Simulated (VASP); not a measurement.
# TaN (P-6m2) in VASP: further runs, part 2 of 2

VASP 6.6.1. The steps go on from the part before.

## 4. Relaxation of cell and atoms, r2SCAN

Contents of POSCAR:

```
TaN
1.0
    2.9380000000      0.0000000000      0.0000000000
   -1.4690000000      2.5443826400      0.0000000000
    0.0000000000      0.0000000000      2.8830000000
Ta N
1 1
Direct
    0.3333333327      0.6666666654      0.5000000000
    0.0000000000      0.0000000000      0.0000000000
```

Contents of INCAR.step1:

```
PREC = Accurate ; ENCUT = 600
ISMEAR = -1 ; SIGMA = 0.1
LREAL = F ; LASPH = T
NELM = 80 ; GGA = PE
ALGO = Normal ; EDIFF = 1E-4
LWAVE = T ; LCHARG = F
```

Contents of INCAR.step2:

```
PREC = Accurate ; ENCUT = 600
EDIFF = 1E-6 ; ISMEAR = -1
SIGMA = 0.1 ; LREAL = F
LASPH = T ; NELM = 80
ALGO = Normal ; ISIF = 3
LWAVE = F ; LCHARG = F
METAGGA = R2SCAN ; LMIXTAU = T
IBRION = 2 ; NSW = 50
EDIFFG = -0.005 ; ISTART = 1
```

Contents of KPOINTS:

```
Automatic mesh
0
Gamma
  13 13 12
```

Potentials or basis: VASP PAW PBE potentials, release 64 (Ta_pv, N).

Command:

```console
$ cat potpaw_PBE.64/Ta_pv/POTCAR potpaw_PBE.64/N/POTCAR > POTCAR
$ cp INCAR.step1 INCAR
$ mpirun -np 1 vasp_std > vasp.out
$ cp INCAR.step2 INCAR
$ mpirun -np 1 vasp_std > vasp.out
```

OUTCAR:

```text
PREC = Accurate
   ENCUT = 600
   EDIFF = 1E-6
   ISMEAR = -1
   LREAL = F
   LASPH = T
   NELM = 80
   ISIF = 3
   METAGGA = R2SCAN
   IBRION = 2
   NSW = 50
   EDIFFG = -0.005
   ISTART = 1

 ion  position               nearest neighbor table
   1  0.333  0.667  0.500-   2 2.23   2 2.23   2 2.23   2 2.23   2 2.23   2 2.23
   2  0.000  0.000  0.000-   1 2.23   1 2.23   1 2.23   1 2.23   1 2.23   1 2.23

  LATTYP: Found a hexagonal cell.
 ALAT       =     2.9380000000
 C/A-ratio  =     0.9812797822

  Lattice vectors:

 A1 = (   2.9380000000,   0.0000000000,   0.0000000000)
 A2 = (  -1.4690000000,   2.5443826400,   0.0000000000)
 A3 = (   0.0000000000,   0.0000000000,   2.8830000000)

Analysis of symmetry for initial positions (statically):
[... 449 lines left out ...]
      5       3.3768      2.00000
      6       3.3768      2.00000
      7       3.7978      2.00000
      8       5.0304      2.00000
      9      10.6472      0.00000
     10      11.9078      0.00000
     11      11.9078      0.00000
     12      12.3839      0.00000
[... 331 lines left out ...]
 k-point    24 :       0.1538    0.0000    0.0833
  band No.  band energies     occupation
      1     -28.0142      2.00000
      2     -27.9471      2.00000
      3     -27.7607      2.00000
      4     -10.0146      2.00000
      5       2.2577      2.00000
      6       3.4457      2.00000
      7       3.7437      2.00000
      8       5.2228      2.00000
      9      10.8238      0.00000
     10      11.0122      0.00000
     11      12.1724      0.00000
     12      13.0256      0.00000

 [... further k-points ...]

------------------------ aborting loop because EDIFF is reached ----------------------------------------

  FORCE on cell =-STRESS in cart. coord.  units (eV):
  Direction    XX          YY          ZZ          XY          YZ          ZX
  --------------------------------------------------------------------------------------
  -------------------------------------------------------------------------------------
  Total        0.0008377      0.0008377      0.0070046     -0.0000000     -0.0000000     -0.0000000
  in kB        0.0620431      0.0620431      0.5187863     -0.0000000     -0.0000000     -0.0000000
  external PRESSURE =       0.2142908 kB  Pullay stress =       0.0000000 kB
[... 17 lines left out ...]
  FREE ENERGIE OF THE ION-ELECTRON SYSTEM (eV)
  ---------------------------------------------------
  free  energy   TOTEN  =       -60.3977393072 eV

  energy  without entropy=      -60.3957023180  energy(sigma->0) =      -60.39672081

 reached required accuracy - stopping structural energy minimisation
```

OUTCAR.step1:

```text
PREC = Accurate
   ENCUT = 600
   ISMEAR = -1
   LREAL = F
   LASPH = T
   NELM = 80
[... 580 lines left out ...]
 -----------------------------------------------------------------------------------
      0.00000      1.69626      1.44150         0.000000      0.000000      0.000000
      0.00000      0.00000      0.00000        -0.000000     -0.000000      0.000000
 -----------------------------------------------------------------------------------
    total drift:                               -0.000000      0.000001     -0.000000

  FREE ENERGIE OF THE ION-ELECTRON SYSTEM (eV)
  ---------------------------------------------------
  free  energy   TOTEN  =       -22.4437251431 eV

  energy  without entropy=      -22.4409083183  energy(sigma->0) =      -22.44231673
```

OSZICAR.step1:

```text
N       E                     dE             d eps       ncg     rms          rms(c)
DAV:   1     0.966939896641E+02    0.96694E+02   -0.10062E+04  3528   0.157E+03
DAV:   2    -0.209223547884E+02   -0.11762E+03   -0.11113E+03  4016   0.369E+02
DAV:   3    -0.249335795276E+02   -0.40112E+01   -0.39519E+01  4376   0.645E+01
DAV:   4    -0.249821941305E+02   -0.48615E-01   -0.48506E-01  3976   0.683E+00
DAV:   5    -0.249827615781E+02   -0.56745E-03   -0.56727E-03  4240   0.623E-01    0.235E+01
DAV:   6    -0.225563206931E+02    0.24264E+01   -0.87755E+00  4288   0.305E+01    0.100E+01
DAV:   7    -0.224706566807E+02    0.85664E-01   -0.47857E-01  3976   0.681E+00    0.686E+00
DAV:   8    -0.224494230205E+02    0.21234E-01   -0.15169E-01  3928   0.398E+00    0.126E+00
DAV:   9    -0.224437152073E+02    0.57078E-02   -0.18070E-02  4024   0.119E+00    0.225E-01
DAV:  10    -0.224437251431E+02   -0.99358E-05   -0.91408E-04  4128   0.380E-01
   1 F= -.22443725E+02 E0= -.22442317E+02  d E =-.281682E-02
```

It took 4.6 min on 1 thread of Intel Xeon 6975P-C (Granite Rapids), shared host; peak memory 0.19 GiB.

What came out:

| Item | Value |
| --- | --- |
| Free energy | -60.3977 eV |
| Relaxed volume | 10.82 Å³/atom |
| Relaxed cell | a = 2.941 Å, b = 2.941 Å, c = 2.889 Å, α = 90.00°, β = 90.00°, γ = 120.00° |
| Space group after relaxing (to 0.1 Å) | P-6m2 (No. 187) |
| Energy gained by relaxing | 0.2 meV/atom |
| Ionic steps | 8 |
| Pressure after relaxing | 0.0 GPa |
| Band gap on the k mesh | zero (bands 8 and 9 overlap by 0.37 eV) |

Step by step:
```csv
step,energy change (eV),largest force (eV/Å),pressure (GPa),volume (Å³)
1,0.0000,0.0000,1.41,21.55
2,0.0022,0.0000,-3.55,21.85
3,-0.0004,0.0000,-0.02,21.64
4,-0.0004,0.0000,-0.02,21.64
5,0.0003,0.0000,-1.82,21.74
6,-0.0004,0.0000,-0.08,21.64
7,-0.0004,0.0000,0.15,21.62
8,-0.0004,0.0000,0.02,21.63
```

Final structure:
```
Ta N
1.0
     2.94051    0.00000    0.00000
    -1.47026    2.54656    0.00000
     0.00000    0.00000    2.88888
Ta N
1 1
Cartesian
  0.0000 1.6977 1.4444
  0.0000 0.0000 0.0000
```

Caveat: the PAW data sets were made with another functional, which shifts forces and pressure a little; spin-orbit coupling is left out, which moves the levels of the heavy elements.

## 5. Overview

```tsv
level	gap on the mesh (eV)	pressure (GPa)	relaxed volume (Å³/atom)
PBEsol+D3(BJ)	none	0.0	10.44
BLYP+D3(BJ)	none	0.0	10.81
r2SCAN	none	0.0	10.82
```

Alike in all rows: task relaxation of cell and atoms; potentials or basis VASP PAW PBE potentials, release 64 (Ta_pv, N); no spin polarisation; cell relaxed; k mesh 13 × 13 × 12; cutoff (eV) 600; smearing fermi-dirac 0.1 eV.

Caveats: the PAW data sets were made with another functional, which shifts forces and pressure a little; spin-orbit coupling is left out, which moves the levels of the heavy elements.

Absolute energies hang on the potentials; compare differences alone.
